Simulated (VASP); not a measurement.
# TiHg (P4/mmm) in VASP: further runs, part 3 of 3

VASP 6.6.1.

## Step 5: Electric field gradients, LDA (19.39 Å³/atom)

This run uses another cell than the first one, of 19.39 Å³/atom.

Input file INCAR:

```
SYSTEM = TiHg
ALGO     = Normal         ! electronic algorithm
EDIFF    = 1E-8           ! SCF threshold, eV
ENCUT    = 520            ! plane-wave cutoff, eV
ISIF     = 2              ! what is computed and relaxed
ISMEAR   = -1             ! smearing method
LASPH    = .True.         ! aspherical terms in the spheres
LCHARG   = .False.        ! write CHGCAR
LEFG     = .True.       
LREAL    = .False.        ! projectors in reciprocal space
LWAVE    = .False.        ! write WAVECAR
NBANDS   = 19             ! bands
NELM     = 60             ! most SCF steps
PREC     = Accurate       ! precision mode
SIGMA    = 0.08           ! smearing width, eV
```

Input file KPOINTS:

```
k-points
0
Gamma
  14 14 10
  0 0 0
```

Input file POSCAR:

```
TiHg
1.0
    3.0680149827      0.0000000000      0.0000000000
    0.0000000000      3.0680149827      0.0000000000
    0.0000000000      0.0000000000      4.1202554154
Ti Hg
1 1
Direct
    0.5000000000      0.5000000000      0.5000000000
    0.0000000000      0.0000000000      0.0000000000
```

Potentials or basis: VASP PAW LDA potentials, release 64 (Ti_sv, Hg).

Command:

```console
cat potpaw_LDA.64/Ti_sv/POTCAR potpaw_LDA.64/Hg/POTCAR > POTCAR
mpirun -np 1 vasp_std > vasp.out
```

OUTCAR:

```text
SYSTEM = TiHg
   EDIFF = 1E-8
   ENCUT = 520
   ISIF = 2
   ISMEAR = -1
   LASPH = .True.
   LREAL = .False.
   NELM = 60
   PREC = Accurate

 ion  position               nearest neighbor table
   1  0.500  0.500  0.500-   2 2.99   2 2.99   2 2.99   2 2.99   2 2.99   2 2.99   2 2.99   2 2.99

   2  0.000  0.000  0.000-   1 2.99   1 2.99   1 2.99   1 2.99   1 2.99   1 2.99   1 2.99   1 2.99

  LATTYP: Found a simple tetragonal cell.
 ALAT       =     3.0680149827
 C/A-ratio  =     1.3429710867

  Lattice vectors:

 A1 = (   3.0680149827,   0.0000000000,   0.0000000000)
 A2 = (   0.0000000000,   3.0680149827,   0.0000000000)
 A3 = (   0.0000000000,   0.0000000000,   4.1202554154)

Analysis of symmetry for initial positions (statically):
=====================================================================
 Subroutine PRICEL returns:
 Original cell was already a primitive cell.

 Routine SETGRP: Setting up the symmetry group for a
 simple tetragonal supercell.

 Subroutine GETGRP returns: Found 16 space group operations
 (whereof 16 operations were pure point group operations)
 out of a pool of 16 trial point group operations.

The static configuration has the point symmetry D_4h.

Analysis of symmetry for dynamics (positions and initial velocities):
=====================================================================
 Subroutine PRICEL returns:
 Original cell was already a primitive cell.

 Routine SETGRP: Setting up the symmetry group for a
 simple tetragonal supercell.

 Subroutine GETGRP returns: Found 16 space group operations
 (whereof 16 operations were pure point group operations)
 out of a pool of 16 trial point group operations.

[... 151 lines left out ...]
 cond. band min:       5.6511478046   @ k =   0.2143   0.0714   0.0000
 fundamental gap:      0.0039944652
 Fermi energy:         5.6490519192

 k-point     1 :       0.0000    0.0000    0.0000
  band No.  band energies     occupation
      1     -50.8338      2.00000
      2     -27.5924      2.00000
      3     -27.2841      2.00000
      4     -27.2841      2.00000
      5      -3.3379      2.00000
      6      -2.6121      2.00000
[... 505 lines left out ...]
      6      -1.8834      2.00000
[... 11 lines left out ...]
     18      12.4741      0.00000
     19      14.2594      0.00000

 [... further k-points ...]
[... 5 lines left out ...]
  --------------------------------------------------------------------------------------
  -------------------------------------------------------------------------------------
  Total       -2.7058127     -2.7058127     -2.6459359      0.0000000      0.0000000      0.0000000
  in kB     -111.7813160   -111.7813160   -109.3077133      0.0000000      0.0000000      0.0000000
  external PRESSURE =    -110.9567818 kB  Pullay stress =       0.0000000 kB

 VOLUME and BASIS-vectors are now :
 -----------------------------------------------------------------------------
  energy-cutoff  :      520.00
  volume of cell :       38.78
      direct lattice vectors                 reciprocal lattice vectors
     3.068014983  0.000000000  0.000000000     0.325943649  0.000000000  0.000000000
     0.000000000  3.068014983  0.000000000     0.000000000  0.325943649  0.000000000
     0.000000000  0.000000000  4.120255415     0.000000000  0.000000000  0.242703400

 POSITION                                       TOTAL-FORCE (eV/Angst)
 -----------------------------------------------------------------------------------
      1.53401      1.53401      2.06013         0.000000      0.000000      0.000000
      0.00000      0.00000      0.00000         0.000000      0.000000      0.000000
 -----------------------------------------------------------------------------------
    total drift:                                0.000000      0.000000     -0.000000

  FREE ENERGIE OF THE ION-ELECTRON SYSTEM (eV)
  ---------------------------------------------------
  free  energy   TOTEN  =        -9.7176937260 eV

  energy  without entropy=       -9.6570331860  energy(sigma->0) =       -9.68736346

 Electric field gradients (V/A^2)
---------------------------------------------------------------------
 ion       V_xx      V_yy      V_zz      V_xy      V_xz      V_yz
---------------------------------------------------------------------
   1     -12.672   -12.672    25.345     0.000     0.000    -0.000
   2      96.821    96.821  -193.642    -0.000    -0.000     0.000
---------------------------------------------------------------------

 Electric field gradients after diagonalization (V/A^2)
 (convention: |V_zz| > |V_xx| > |V_yy|)
----------------------------------------------------------------------
 ion       V_xx      V_yy      V_zz     asymmetry (V_yy - V_xx)/ V_zz
----------------------------------------------------------------------
   1     -12.672   -12.672    25.345       0.000
   2      96.821    96.821  -193.642       0.000
----------------------------------------------------------------------

           NMR quadrupolar parameters

 Cq : quadrupolar parameter    Cq=e*Q*V_zz/h
 eta: asymmetry parameters     (V_yy - V_xx)/ V_zz
 Q  : nuclear electric quadrupole moment in mb (millibarn)
----------------------------------------------------------------------
 ion       Cq(MHz)       eta       Q (mb)
----------------------------------------------------------------------
   1       0.061       0.000       1.000
   2      -0.468       0.000       1.000
----------------------------------------------------------------------
```

OSZICAR:

```text
N       E                     dE             d eps       ncg     rms          rms(c)
DAV:   1     0.236597596067E+03    0.23660E+03   -0.13049E+04  8240   0.143E+03
DAV:   2     0.497385501928E+01   -0.23162E+03   -0.22561E+03  8285   0.398E+02
DAV:   3    -0.105731622092E+02   -0.15547E+02   -0.15352E+02 13520   0.964E+01
DAV:   4    -0.110930296876E+02   -0.51987E+00   -0.51494E+00  9666   0.140E+01
DAV:   5    -0.111048024570E+02   -0.11773E-01   -0.11770E-01  9753   0.196E+00    0.925E+00
DAV:   6    -0.987277190798E+01    0.12320E+01   -0.53731E+00  8776   0.210E+01    0.322E+00
DAV:   7    -0.975246623187E+01    0.12031E+00   -0.86091E-01  9130   0.858E+00    0.337E+00
DAV:   8    -0.972191153137E+01    0.30555E-01   -0.98405E-02  9183   0.259E+00    0.149E+00
DAV:   9    -0.971766620628E+01    0.42453E-02   -0.10849E-02  9291   0.116E+00    0.149E-01
DAV:  10    -0.971769734197E+01   -0.31136E-04   -0.88707E-04 11848   0.231E-01    0.740E-02
DAV:  11    -0.971769476512E+01    0.25768E-05   -0.21986E-04  9231   0.124E-01    0.165E-02
DAV:  12    -0.971769456092E+01    0.20420E-06   -0.26614E-05 10114   0.501E-02    0.818E-03
DAV:  13    -0.971769374840E+01    0.81252E-06   -0.37545E-06  9740   0.179E-02    0.191E-03
DAV:  14    -0.971769372867E+01    0.19731E-07   -0.21135E-07 11104   0.372E-03    0.829E-04
DAV:  15    -0.971769372603E+01    0.26407E-08   -0.13086E-08  7180   0.116E-03
   1 F= -.97176937E+01 E0= -.96873635E+01  d E =-.606605E-01
```

stdout:

```text
POSCAR found type information on POSCAR TiHg
 POSCAR found :  2 types and       2 ions
 scaLAPACK will be used
 LDA part: xc-table for (Slater(with rela. corr.)+CA(PZ))
 , standard interpolation
 POSCAR, INCAR and KPOINTS ok, starting setup
 FFT: planning ... GRIDC
 FFT: planning ... GRID_SOFT
 FFT: planning ... GRID
 WAVECAR not read
 entering main loop
ion   1

ion   2
```

Wall time 56 s (1 thread of Intel Xeon Platinum 8559C (Emerald Rapids), shared host); peak memory 0.26 GiB.

What came out:

- Free energy: -9.7177 eV
- Pressure: -11.1 GPa
- Band gap on the k mesh: zero (bands 12 and 13 overlap by 1.00 eV)
- Largest electric field gradient by atom: Ti +25.3; Hg -193.6 V/Å²

Stress tensor (GPa, compression positive):
```
-11.18   0.00   0.00
  0.00 -11.18   0.00
  0.00   0.00 -10.93
```

Electric field gradients, principal values (V/Å²):
| atom | least | middle | greatest (by size) |
| --- | --- | --- | --- |
| 1 Ti | -12.672 | -12.672 | 25.345 |
| 2 Hg | 96.821 | 96.821 | -193.642 |

Caveat: the cell stands under tension; without QUAD_EFG the Cq values of the log hold for a quadrupole moment of 1 mb, not for the nuclei; spin-orbit coupling is left out, which moves the levels of the heavy elements.

## Step 6: Electric field gradients, LDA (18.48 Å³/atom)

This run uses another cell than the first one, of 18.48 Å³/atom.

Input file INCAR:

```
PREC     = Accurate       # precision mode
ENCUT    = 520            # plane-wave cutoff, eV
EDIFF    = 1E-8           # SCF threshold, eV
ISMEAR   = -1             # smearing method
SIGMA    = 0.08           # smearing width, eV
LREAL    = F              # projectors in reciprocal space
LASPH    = T              # aspherical terms in the spheres
NELM     = 100            # most SCF steps
ALGO     = Normal         # electronic algorithm
ISIF     = 2              # what is computed and relaxed
LWAVE    = F              # write WAVECAR
LCHARG   = F              # write CHGCAR
LEFG     = T            
NBANDS   = 19             # bands
```

Input file KPOINTS:

```
Automatic mesh
0
Gamma
  14 14 10
```

Input file POSCAR:

```
TiHg
1.0
    3.0189967512      0.0000000000      0.0000000000
    0.0000000000      3.0189967512      0.0000000000
    0.0000000000      0.0000000000      4.0544253478
Ti Hg
1 1
Direct
    0.5000000000      0.5000000000      0.5000000000
    0.0000000000      0.0000000000      0.0000000000
```

Potentials or basis: VASP PAW LDA potentials, release 64 (Ti_sv, Hg).

Command:

```console
cat potpaw_LDA.64/Ti_sv/POTCAR potpaw_LDA.64/Hg/POTCAR > POTCAR
mpirun -np 1 vasp_std > vasp.out
```

OUTCAR:

```text
PREC = Accurate
   ENCUT = 520
   EDIFF = 1E-8
   ISMEAR = -1
   LREAL = F
   LASPH = T
   NELM = 100
   ISIF = 2

 ion  position               nearest neighbor table
   1  0.500  0.500  0.500-   2 2.94   2 2.94   2 2.94   2 2.94   2 2.94   2 2.94   2 2.94   2 2.94

   2  0.000  0.000  0.000-   1 2.94   1 2.94   1 2.94   1 2.94   1 2.94   1 2.94   1 2.94   1 2.94

  LATTYP: Found a simple tetragonal cell.
 ALAT       =     3.0189967512
 C/A-ratio  =     1.3429710867

  Lattice vectors:

[... 742 lines left out ...]
  ---------------------------------------------------
  free  energy   TOTEN  =        -9.8201811042 eV

  energy  without entropy=       -9.7627267054  energy(sigma->0) =       -9.79145390

 Electric field gradients (V/A^2)
---------------------------------------------------------------------
 ion       V_xx      V_yy      V_zz      V_xy      V_xz      V_yz
---------------------------------------------------------------------
   1     -12.601   -12.601    25.202    -0.000    -0.000    -0.000
   2     102.907   102.907  -205.814    -0.000     0.000     0.000
---------------------------------------------------------------------

 Electric field gradients after diagonalization (V/A^2)
 (convention: |V_zz| > |V_xx| > |V_yy|)
----------------------------------------------------------------------
 ion       V_xx      V_yy      V_zz     asymmetry (V_yy - V_xx)/ V_zz
----------------------------------------------------------------------
   1     -12.601   -12.601    25.202       0.000
   2     102.907   102.907  -205.814       0.000
----------------------------------------------------------------------

           NMR quadrupolar parameters

 Cq : quadrupolar parameter    Cq=e*Q*V_zz/h
 eta: asymmetry parameters     (V_yy - V_xx)/ V_zz
 Q  : nuclear electric quadrupole moment in mb (millibarn)
----------------------------------------------------------------------
 ion       Cq(MHz)       eta       Q (mb)
----------------------------------------------------------------------
   1       0.061       0.000       1.000
   2      -0.498       0.000       1.000
----------------------------------------------------------------------
```

OSZICAR:

```text
N       E                     dE             d eps       ncg     rms          rms(c)
DAV:   1     0.235601373006E+03    0.23560E+03   -0.12997E+04  8256   0.145E+03
DAV:   2     0.477752283106E+01   -0.23082E+03   -0.22477E+03  8313   0.400E+02
DAV:   3    -0.106511684396E+02   -0.15429E+02   -0.15233E+02 13536   0.961E+01
DAV:   4    -0.111370752908E+02   -0.48591E+00   -0.48166E+00  9632   0.138E+01
DAV:   5    -0.111483613361E+02   -0.11286E-01   -0.11284E-01  9693   0.195E+00    0.981E+00
DAV:   6    -0.995611960545E+01    0.11922E+01   -0.45849E+00  8807   0.204E+01    0.347E+00
DAV:   7    -0.985221891846E+01    0.10390E+00   -0.67195E-01  9271   0.781E+00    0.353E+00
DAV:   8    -0.982406785810E+01    0.28151E-01   -0.90742E-02  9172   0.260E+00    0.153E+00
DAV:   9    -0.982012765461E+01    0.39402E-02   -0.10799E-02  9357   0.117E+00    0.147E-01
DAV:  10    -0.982018450190E+01   -0.56847E-04   -0.78713E-04 11771   0.222E-01    0.749E-02
DAV:  11    -0.982018189556E+01    0.26063E-05   -0.19438E-04  9246   0.118E-01    0.156E-02
DAV:  12    -0.982018165546E+01    0.24010E-06   -0.21252E-05 10351   0.466E-02    0.681E-03
DAV:  13    -0.982018112395E+01    0.53151E-06   -0.24808E-06  9946   0.151E-02    0.189E-03
DAV:  14    -0.982018110765E+01    0.16302E-07   -0.17469E-07 11048   0.344E-03    0.726E-04
DAV:  15    -0.982018110419E+01    0.34620E-08   -0.14078E-08  7146   0.122E-03
   1 F= -.98201811E+01 E0= -.97914539E+01  d E =-.574544E-01
```

It took 90 s on 1 thread of Intel Xeon Platinum 8488C (Sapphire Rapids), shared host; peak memory 0.26 GiB.

What came out:

```
Free energy                             : -9.8202 eV
Pressure                                : -6.8 GPa
Band gap on the k mesh                  : zero (bands 12 and 13 overlap by 1.09 eV)
Largest electric field gradient by atom : Ti +25.2; Hg -205.8 V/Å²
```

Electric field gradients, principal values (V/Å²):
```
atom    least   middle  greatest (by size)
1 Ti  -12.601  -12.601              25.202
2 Hg  102.907  102.907            -205.814
```

Caveat: the cell stands under tension; without QUAD_EFG the Cq values of the log hold for a quadrupole moment of 1 mb, not for the nuclei; spin-orbit coupling is left out, which moves the levels of the heavy elements.

## Step 7: Overview

```tsv
cell	gap on the mesh (eV)	pressure (GPa)
a = 3.049, b = 3.049, c = 4.094 Å, 2 atoms	none	-9.5
a = 3.068, b = 3.068, c = 4.120 Å, 2 atoms	none	-11.1
a = 3.019, b = 3.019, c = 4.054 Å, 2 atoms	none	-6.8
```

Alike in all rows: task electric field gradients; level LDA; potentials or basis VASP PAW LDA potentials, release 64 (Ti_sv, Hg); no spin polarisation; k mesh 14 × 14 × 10; cutoff (eV) 520; smearing fermi-dirac 0.08 eV.

Caveats: the cell stands under tension; spin-orbit coupling is left out, which moves the levels of the heavy elements.

Absolute energies hang on the potentials; compare differences alone.
